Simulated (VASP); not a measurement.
Al12HC, 14 atoms in the cell. The cell holds a slab with vacuum, 14 atoms: a = 5.728 Å, b = 5.728 Å, c = 17.677 Å, α = 90.00°, β = 90.00°, γ = 60.00°. 

- Program: VASP 6.6.1
- Task: relaxation of the atoms
- Functional: PBE
- Potentials or basis: VASP PAW PBE potentials, release 64 (Al, C, H)
- Cutoff: 520 eV
- k mesh: 3 × 3 × 1
- Occupations: fermi-dirac, width 0.15 eV
- Spin: no spin polarisation
- Dipole correction: no
- Atoms held fixed (from 0): [0, 1, 2, 3]
- Further INCAR settings: ALGO = Normal; EDIFF = 1e-07; IBRION = 2; EDIFFG = -0.03; NSW = 80

Potentials or basis: VASP PAW PBE potentials, release 64 (Al, C, H).

Launch:

```console
$ cat potpaw_PBE.64/Al/POTCAR potpaw_PBE.64/C/POTCAR potpaw_PBE.64/H/POTCAR > POTCAR
$ mpirun -np 1 vasp_std > vasp.out
```

Hardware: 1 × NVIDIA H100 80GB with 1 thread of AMD EPYC 7R13 Processor (Zen 3), on a shared host.

**Question.** How long does it take, and how much memory?

**Answer.** Run time: 24 min on 1 × NVIDIA H100 80GB with 1 thread of AMD EPYC 7R13 Processor (Zen 3) (shared host), peak memory 1.6 GiB. Counts: scf iterations 798, k points 5, ion steps 78.
